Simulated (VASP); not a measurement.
Input of a VASP 6.6.1 run:

The input INCAR:

```
PREC = Accurate ; ENCUT = 520
EDIFF = 1E-6 ; ISMEAR = 0
SIGMA = 0.02 ; LREAL = F
LASPH = T ; NELM = 80
ALGO = Normal ; ISIF = 2
LWAVE = F ; LCHARG = F
GGA = PE ; NBANDS = 16
```

KPOINTS

```
regular mesh
0
Gamma
  9 9 4
```

The input POSCAR:

```
NaLa
1.0
    3.6062507687      0.0000000000      0.0000000000
   -1.8031253843      3.1231047781      0.0000000000
    0.0000000000      0.0000000000      6.4837820000
La Na
1 1
Direct
    0.3333333333      0.6666666667      0.5000000000
    0.0000000000      0.0000000000      0.0000000000
```

Potentials or basis: VASP PAW PBE potentials, release 64 (La, Na_pv).

Launch:

```sh
$ cat potpaw_PBE.64/La/POTCAR potpaw_PBE.64/Na_pv/POTCAR > POTCAR
$ mpirun -np 1 vasp_std > vasp.out
```

**Question.** Predict the pressure.

**Answer.** 0.0 GPa.

**Question.** What does it give for the band gap on the k mesh?

**Answer.** Zero (bands 9 and 10 overlap by 0.55 eV).

Stress tensor (GPa, compression positive):
```
 0.04  0.00  0.00
 0.00  0.04  0.00
 0.00  0.00 -0.05
```

Caveat: spin-orbit coupling is left out, which moves the levels of the heavy elements.
